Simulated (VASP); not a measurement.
Runs of VASP 6.6.1 on TaN. The structure is that of space group Fm-3m (No. 225), or close to it. The cells are those of the table. 

```csv
task,cell,k mesh,gap on the mesh (eV),pressure (GPa),relaxed volume (Å³/atom)
relaxation of cell and atoms,"relaxed from a = 3.127 Å, angles 60.0°, 2 atoms",8 × 8 × 8,-,-0.2,(a)
single point,"a = 3.096 Å, angles 60.0°, 2 atoms",8 × 8 × 8,none,0.5,-
relaxation of cell and atoms,"relaxed from a = 3.096 Å, angles 60.0°, 2 atoms",16 × 16 × 16,none,0.0,10.50
single point,"a = 3.094 Å, angles 60.0°, 2 atoms",16 × 16 × 16,none,0.9,-
```

Alike in all rows: level PBEsol; potentials or basis VASP PAW PBE potentials, release 64 (Ta_pv, N); no spin polarisation; cutoff (eV) 600; smearing gaussian 0.1 eV.

**Question.** Estimate the missing entries.

**Answer.** (a) 10.51.

Caveats: the PAW data sets were made with another functional, which shifts forces and pressure a little; spin-orbit coupling is left out, which moves the levels of the heavy elements; the highest band is partly filled, so the run has too few bands (at least some runs).

A k mesh can miss the band edges, and the runs leave out spin-orbit coupling on Ta.

A gap of «none» marks levels without a gap at the run's occupations.
